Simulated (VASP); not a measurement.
# Ni in VASP: single point with PBEsol

Aim: the single point of Ni with PBEsol.

Everything below comes from runs of VASP 6.6.1. Logs are shortened: lines on timing, memory, paths and dates and some standing lists are left out, and cuts for length are marked.

## Step 1: The cell of the first run

The cell holds a slab with vacuum, 4 atoms: a = 4.237 Å, b = 4.019 Å, c = 17.223 Å, α = 90.00°, β = 90.00°, γ = 90.00°.

## Step 2: Single point, PBEsol, collinear spin, ferromagnetic start

Contents of INCAR:

```
SYSTEM = Ni
PREC = Accurate
ENCUT = 520
EDIFF = 1E-6
ISMEAR = -1
SIGMA = 0.05
LREAL = .FALSE.
LASPH = .TRUE.
NELM = 150
ALGO = Normal
ISIF = 2
LWAVE = .FALSE.
LCHARG = .TRUE.
ISPIN = 2
MAGMOM = 1 1 1 1
LORBIT = 11
LMAXMIX = 4
LDIPOL = .TRUE.
IDIPOL = 3
DIPOL = 0.5 0.5 0.500
GGA = PS
LELF = .TRUE.
LVHAR = .TRUE.
LVACPOTAV = .TRUE.
NBANDS = 32
```

Contents of KPOINTS:

```
Automatic mesh
0
G
  10 10 1
  0 0 0
```

Contents of POSCAR:

```
Ni
1.0
    4.2368467844      0.0000000000      0.0000000000
    0.0000000000      4.0185732436      0.0000000000
    0.0000000000      0.0000000000     17.2231000000
Ni
4
Direct
    0.0833333330      0.7500000000      0.4644932586
    0.4166666670      0.2500000000      0.4644932586
    0.5833333330      0.7500000000      0.5355067414
    0.9166666670      0.2500000000      0.5355067414
```

Potentials or basis: VASP PAW PBE potentials, release 64 (Ni).

On the command line:

```sh
> cat potpaw_PBE.64/Ni/POTCAR > POTCAR
> mpirun -np 1 vasp_std > vasp.out
```

OUTCAR:

```text
SYSTEM = Ni
   PREC = Accurate
   ENCUT = 520
   EDIFF = 1E-6
   ISMEAR = -1
   LREAL = .FALSE.
   LASPH = .TRUE.
   NELM = 150
   ISIF = 2
   ISPIN = 2
   LORBIT = 11
   GGA = PS

 ion  position               nearest neighbor table
   1  0.083  0.750  0.464-   3 2.45   3 2.45   4 2.46   4 2.46   2 2.46   2 2.46
   2  0.417  0.250  0.464-   4 2.45   4 2.45   3 2.46   3 2.46   1 2.46   1 2.46
   3  0.583  0.750  0.536-   1 2.45   1 2.45   2 2.46   2 2.46   4 2.46   4 2.46
   4  0.917  0.250  0.536-   2 2.45   2 2.45   1 2.46   1 2.46   3 2.46   3 2.46

  LATTYP: Found a simple orthorhombic cell.
 ALAT       =     4.0185732436
 B/A-ratio  =     1.0543161783
 C/A-ratio  =     4.2858743529

  Lattice vectors:

 A1 = (   0.0000000000,  -4.0185732436,   0.0000000000)
 A2 = (   4.2368467844,   0.0000000000,   0.0000000000)
 A3 = (   0.0000000000,   0.0000000000,  17.2231000000)

Analysis of symmetry for initial positions (statically):
=====================================================================
 Subroutine PRICEL returns:
 Original cell was already a primitive cell.

 Routine SETGRP: Setting up the symmetry group for a
 simple orthorhombic supercell.

 Subroutine GETGRP returns: Found  8 space group operations
 (whereof  2 operations were pure point group operations)
 out of a pool of  8 trial point group operations.

The static configuration has the point symmetry S_2 .
 The point group associated with its full space group is D_2h.

Analysis of symmetry for dynamics (positions and initial velocities):
=====================================================================
 Subroutine PRICEL returns:
 Original cell was already a primitive cell.

 Routine SETGRP: Setting up the symmetry group for a
 simple orthorhombic supercell.

 Subroutine GETGRP returns: Found  8 space group operations
 (whereof  2 operations were pure point group operations)
 out of a pool of  8 trial point group operations.

The dynamic configuration has the point symmetry S_2 .
 The point group associated with its full space group is D_2h.

Analysis of structural, dynamic, and magnetic symmetry:
=====================================================================
 Subroutine PRICEL returns:
 Original cell was already a primitive cell.

 Routine SETGRP: Setting up the symmetry group for a
 simple orthorhombic supercell.

 Subroutine GETGRP returns: Found  8 space group operations
 (whereof  2 operations were pure point group operations)
 out of a pool of  8 trial point group operations.

The overall configuration has the point symmetry S_2 .
 The point group associated with its full space group is D_2h.

 Subroutine INISYM returns: Found  8 space group operations
 (whereof  2 operations are pure point group operations),
 and found     1 'primitive' translations

----------------------------------------------------------------------------------------

                                     Primitive cell

  volume of cell :     293.2419

  direct lattice vectors                    reciprocal lattice vectors
     4.236846784  0.000000000  0.000000000     0.236024584  0.000000000  0.000000000
     0.000000000  4.018573244  0.000000000     0.000000000  0.248844537  0.000000000
     0.000000000  0.000000000 17.223100000     0.000000000  0.000000000  0.058061557

  length of vectors
     4.236846784  4.018573244 17.223100000     0.236024584  0.248844537  0.058061557

  position of ions in fractional coordinates (direct lattice)
     0.083333333  0.750000000  0.464493259
     0.416666667  0.250000000  0.464493259
     0.583333333  0.750000000  0.535506741
     0.916666667  0.250000000  0.535506741

  ion indices of the primitive-cell ions
   primitive index   ion index
                 1           1
                 2           2
                 3           3
                 4           4

----------------------------------------------------------------------------------------

 KPOINTS: Automatic mesh

Automatic generation of k-mesh.
 Grid dimensions read from file:
 generate k-points for:   10   10    1

 Generating k-lattice:

  Cartesian coordinates                     Fractional coordinates (reciprocal lattice)
     0.023602458  0.000000000  0.000000000     0.100000000  0.000000000  0.000000000
     0.000000000  0.024884454  0.000000000     0.000000000  0.100000000  0.000000000
     0.000000000  0.000000000  0.058061557     0.000000000  0.000000000  1.000000000

  Length of vectors
     0.023602458  0.024884454  0.058061557

  Shift w.r.t. Gamma in fractional coordinates (k-lattice)
     0.000000000  0.000000000  0.000000000

 Subroutine IBZKPT returns following result:
 ===========================================

 Found     36 irreducible k-points:

 Following reciprocal coordinates:
            Coordinates               Weight
  0.000000  0.000000  0.000000      1.000000
  0.100000  0.000000  0.000000      2.000000
  0.200000  0.000000  0.000000      2.000000
  0.300000  0.000000  0.000000      2.000000
  0.400000  0.000000  0.000000      2.000000
  0.500000  0.000000  0.000000      1.000000
[... 16 lines left out ...]
  0.400000  0.300000  0.000000      4.000000
  0.500000  0.300000  0.000000      2.000000
 [... further k-points ...]
   k-points           NKPTS =     36   k-points in BZ     NKDIM =     36   number of bands    NBANDS=     32
   number of dos      NEDOS =    301   number of ions     NIONS =      4
   total plane-waves  NPLWV = 122880
   dimension x,y,z NGX =    32 NGY =   30 NGZ =  128
   dimension x,y,z NGXF=    64 NGYF=   60 NGZF=  256
   ions per type =               4
   NGX,Y,Z   is equivalent  to a cutoff of  12.56, 12.41, 12.36 a.u.
   NGXF,Y,Z  is equivalent  to a cutoff of  25.11, 24.82, 24.71 a.u.
 SYSTEM =  Ni
   PREC   = accura    normal or accurate (medium, high low for compatibility)
   ISTART =      0    job   : 0-new  1-cont  2-samecut
   ICHARG =      2    charge: 1-file 2-atom 10-const
   ISPIN  =      2    spin polarized calculation?
   LNONCOLLINEAR =      F non collinear calculations
   LSORBIT =      F    spin-orbit coupling
   LASPH  =      T    aspherical Exc in radial PAW
   ENCUT  =  520.0 eV  38.22 Ry    6.18 a.u.   7.88  7.47 32.02*2*pi/ulx,y,z
   NELM   =    150;   NELMIN=  2; NELMDL= -5     # of ELM steps
   EDIFF  = 0.1E-05   stopping-criterion for ELM
   LREAL  =      F    real-space projection
   EDIFFG = 0.1E-04   stopping-criterion for IOM
   NSW    =      0    number of steps for IOM
   IBRION =     -1    ionic relax: 0-MD 1-quasi-New 2-CG
   NFREE  =      0    steps in history (QN), initial steepest desc. (CG)
   ISIF   =      2    stress and relaxation
   ISYM   =      2    0-nonsym 1-usesym 2-fastsym
   POTIM  = 0.5000    time-step for ionic-motion
   TEBEG  =    0.0;   TEEND  =   0.0 temperature during run
   PSTRESS=    0.0 pullay stress
   NELECT =      40.0000    total number of electrons
   NUPDOWN=      -1.0000    fix difference up-down
   EMIN   =  10.00;   EMAX   =-10.00  energy-range for DOS
   EFERMI =   0.00;   METHOD = LEGACY
   ISMEAR =    -1;   SIGMA  =   0.05  broadening in eV -4-tet -1-fermi 0-gaus
   EFERMI_NEDOS =   21; number of points for ismear=-14 and -15
   IALGO  =     38    algorithm
   IMIX   =      4    mixing-type and parameters
     AMIX     =   0.40;   BMIX     =  1.00
     AMIX_MAG =   1.60;   BMIX_MAG =  1.00
  volume/ion in A,a.u.               =      73.31       494.72
  Fermi-wavevector in a.u.,A,eV,Ry     =   0.842726  1.592520  9.662672  0.710186
  Thomas-Fermi vector in A             =   1.957478
   LORBIT       =     11    0 simple, 1 ext, 2 COOP (PROOUT), +10 PAW based schemes
   GGA     = PS    functional components
   LHFCALC =     F    Hartree Fock is set to
   AEXX    =    0.0000 exact exchange contribution
   IVDW    =     0    specifies the selected vdW correction
   LEPSILON=     F    determine dielectric tensor
   LRPA    =     F    only Hartree local field effects (RPA)
 spin polarized calculation
  energy-cutoff  :      520.00
  volume of cell :      293.24
 maximum number of plane-waves:      7964
 NGX is ok and might be reduce to    32
   NGX = 15   NGY = 15   NGZ = 65

 number of electron      39.9999989 magnetization       3.0667097

 dipolmoment           0.000000      0.000000      0.000000 electrons x Angstroem

 Free energy of the ion-electron system (eV)
  ---------------------------------------------------
  ext. energy  EPLUGINS =         0.00000000
  ---------------------------------------------------
  free energy    TOTEN  =       -18.78421048 eV

  energy without entropy =      -18.69501834  energy(sigma->0) =      -18.73961441

 E-fermi :  -2.4967     XC(G=0):  -3.1739

 val. band max:       -2.5018398025   @ k =   0.1000   0.3000   0.0000
 cond. band min:      -2.4960477039   @ k =   0.4000   0.2000   0.0000
 fundamental gap:      0.0057920986
 Fermi energy:        -2.4967175076

 spin component 1

 k-point     1 :       0.0000    0.0000    0.0000
  band No.  band energies     occupation
      1      -8.5252      1.00000
      2      -5.7807      1.00000
      3      -5.6833      1.00000
      4      -5.4873      1.00000
      5      -5.4789      1.00000
      6      -5.2314      1.00000
[... 829 lines left out ...]
     31       5.1252      0.00000
     32       5.1252      0.00000

 [... further k-points ...]

 spin component 2

 k-point     1 :       0.0000    0.0000    0.0000
  band No.  band energies     occupation
      1      -8.4996      1.00000
      2      -5.1093      1.00000
      3      -5.0287      1.00000
      4      -5.0113      1.00000
      5      -4.8564      1.00000
      6      -4.5635      1.00000
[... 829 lines left out ...]
     31       5.1212      0.00000
     32       5.1212      0.00000

 [... further k-points ...]

------------------------ aborting loop because EDIFF is reached ----------------------------------------

  FORCE on cell =-STRESS in cart. coord.  units (eV):
  Direction    XX          YY          ZZ          XY          YZ          ZX
  --------------------------------------------------------------------------------------
  -------------------------------------------------------------------------------------
  Total       -7.8723871     -7.2222225     -2.8305149      0.0000000      0.0000000      0.0000000
  in kB      -43.0121400    -39.4598543    -15.4650045      0.0000000      0.0000000      0.0000000
  external PRESSURE =     -32.6456663 kB  Pullay stress =       0.0000000 kB

 VOLUME and BASIS-vectors are now :
 -----------------------------------------------------------------------------
  energy-cutoff  :      520.00
  volume of cell :      293.24
      direct lattice vectors                 reciprocal lattice vectors
     4.236846784  0.000000000  0.000000000     0.236024584  0.000000000  0.000000000
     0.000000000  4.018573244  0.000000000     0.000000000  0.248844537  0.000000000
     0.000000000  0.000000000 17.223100000     0.000000000  0.000000000  0.058061557

 POSITION                                       TOTAL-FORCE (eV/Angst)
 -----------------------------------------------------------------------------------
      0.35307      3.01393      8.00001         0.028288      0.000000      1.157438
      1.76535      1.00464      8.00001        -0.028288     -0.000000      1.157438
      2.47149      3.01393      9.22309         0.028288     -0.000000     -1.157438
      3.88378      1.00464      9.22309        -0.028288     -0.000000     -1.157438
 -----------------------------------------------------------------------------------
    total drift:                                0.000000      0.000000     -0.000000

  FREE ENERGIE OF THE ION-ELECTRON SYSTEM (eV)
  ---------------------------------------------------
  free  energy   TOTEN  =       -18.7842104779 eV

  energy  without entropy=      -18.6950183366  energy(sigma->0) =      -18.73961441

 vacuum level on the upper side and lower side of the slab         2.128         2.128

 total charge

# of ion       s       p       d       tot
------------------------------------------
    1        0.471   0.287   8.307   9.065
    2        0.471   0.287   8.307   9.065
    3        0.471   0.287   8.307   9.065
    4        0.471   0.287   8.307   9.065
--------------------------------------------------
tot          1.883   1.148  33.230  36.260

 magnetization (x)

# of ion       s       p       d       tot
------------------------------------------
    1       -0.005  -0.015   0.801   0.781
    2       -0.005  -0.015   0.801   0.781
    3       -0.005  -0.015   0.801   0.781
    4       -0.005  -0.015   0.801   0.781
--------------------------------------------------
tot         -0.020  -0.060   3.204   3.124
```

Wall time 24 min (1 thread of Oxide Virtual Turin-like, shared host); peak memory 0.7 GiB.

Results:

| Quantity | Value |
| --- | --- |
| Free energy | -18.7842 eV |
| Largest force | 1.158 eV/Å |
| Net moment | 3.07 μB per cell |
| Site moments | Ni +0.78 μB |
| Valence electrons inside the program's atomic spheres | Ni 9.06 |

Forces on the atoms (eV/Å):
```
Ni   0.028  0.000  1.157
Ni  -0.028  0.000  1.157
Ni   0.028  0.000 -1.157
Ni  -0.028  0.000 -1.157
```

Caveat: the PAW data sets were made with another functional, which shifts forces and pressure a little.
